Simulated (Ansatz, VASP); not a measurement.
# Two plane-wave programs on SiNi3

File INCAR:

```
PREC = Accurate
ENCUT = 520
EDIFF = 1E-6
ISMEAR = 0
SIGMA = 0.15
LREAL = False
LASPH = True
NELM = 100
ALGO = Fast
ISIF = 2
LWAVE = False
LCHARG = False
GGA = PS
NBANDS = 25
```

Contents of KPOINTS:

```
regular mesh
0
Gamma
  16 16 16
```

File POSCAR:

```
SiNi3
1.0
    3.0837746323      0.0000000000      0.0000000000
    0.0000000000      3.0837746323      0.0000000000
    0.0000000000      0.0000000000      4.3604573301
Si Ni
1 3
Direct
    0.0000000000      0.0000000000      0.0000000000
    0.0000000000      0.5000000000      0.5000000000
    0.5000000000      0.0000000000      0.5000000000
    0.5000000000      0.5000000000      0.0000000000
```

Input for Ansatz:

```yaml
crystal:
  lattice:
    - [3.0837746323, 0.0, 0.0]
    - [0.0, 3.0837746323, 0.0]
    - [0.0, 0.0, 4.3604573301]
  atoms:
    - { symbol: Si, position: [0.0, 0.0, 0.0] }
    - { symbol: Ni, position: [0.0, 0.5, 0.5] }
    - { symbol: Ni, position: [0.5, 0.0, 0.5] }
    - { symbol: Ni, position: [0.5, 0.5, 0.0] }
basis:
  ecutwfc: 420
kpoints:
  mp_grid: { grid: [16, 16, 16] }
hamiltonian:
  xc: pbesol
scf:
  occupations: { method: gaussian, width: 0.15 }
output:
  forces: true
  stress: true
  eigenvalues: true
  write_density: true
  write_potential: true
  elf: true
  volumetric_format: npy
```

Alike in both runs: task single point; functional PBEsol; k mesh 16 × 16 × 16; occupations gaussian, width 0.15 eV; no spin polarisation.

|  | VASP | Ansatz |
| --- | --- | --- |
| version | VASP 6.6.1 | Ansatz 0.2.0 |
| potentials or method | VASP PAW PBE potentials, release 64 (Si, Ni), cutoff 520 eV | scalar-relativistic, plane waves, PAW |
| valence electrons in the cell | 34 | 58 |

VASP gave:

```
gap on the k mesh at the Fermi level (eV)                     : none
pressure (GPa)                                                : 19.9
traceless stress, the component that is largest in VASP (GPa) : -53.95
```

**Question.** Estimate Ansatz's values.

**Answer.** gap on the k mesh at the Fermi level (eV): none; pressure (GPa): 19.9; traceless stress, the component that is largest in VASP (GPa): -54.32.

VASP's potentials were made for PBE, not for PBEsol. A gap of «none» marks a metal or a gap that the smearing closes. With one functional, cell and mesh, what is left measures potentials, basis and numerics. VASP's potentials hold 34 valence electrons a cell and Ansatz's 58, so a difference there can come from the potentials and not from the codes.
